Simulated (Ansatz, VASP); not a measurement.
## One calculation of BiTe, two programs

```xyz
2
Lattice="2.4227 1.3988 3.3173 -2.4227 1.3988 3.3173 0.0000 -2.7975 3.3173" Properties=species:S:1:pos:R:3 pbc="T T T"
Bi    0.0000    0.0000    4.9759
Te    0.0000    0.0000    0.0000
```

Alike in both runs: task relaxation of cell and atoms; functional RPBE; dispersion D3(BJ); k mesh 7 × 7 × 7; occupations fermi-dirac, width 0.05 eV; no spin polarisation.

|  | VASP | Ansatz |
| --- | --- | --- |
| version | VASP 6.6.1 | Ansatz 0.2.0 |
| potentials or method | VASP PAW PBE potentials, release 64 (Bi_d, Te) | Ansatz PAW |
| plane-wave cutoff (eV) | 600 | 420 |
| valence electrons in the cell | 21 | 31 |

Ansatz gave:

| Quantity | Value |
| --- | --- |
| gap on the k mesh at the Fermi level, each at its own relaxed structure (eV) | none |
| relaxed volume (Å³/atom) | 21.81 |
| relaxed cell length with the largest relative difference (Å) | 3.520 |

Question: Which values does VASP return?

Answer: gap on the k mesh at the Fermi level, each at its own relaxed structure (eV): none; relaxed volume (Å³/atom): 21.80; relaxed cell length with the largest relative difference (Å): 3.520.

VASP's potentials were made for PBE, not for RPBE. A gap of «none» marks a metal or a gap that the smearing closes. VASP's potentials hold 21 valence electrons a cell and Ansatz's 31, so a difference there can come from the potentials and not from the codes.

Spin-orbit coupling is off throughout. Noted on VASP's run: the volume moved by over 15 % at a fixed basis, so the end points are rough. Noted on Ansatz's run: the volume moved by over 15 % at a fixed basis, so the end points are rough; the plane-wave basis is chosen anew once the cell has moved, so the energies of steps on either side of that aren't comparable.
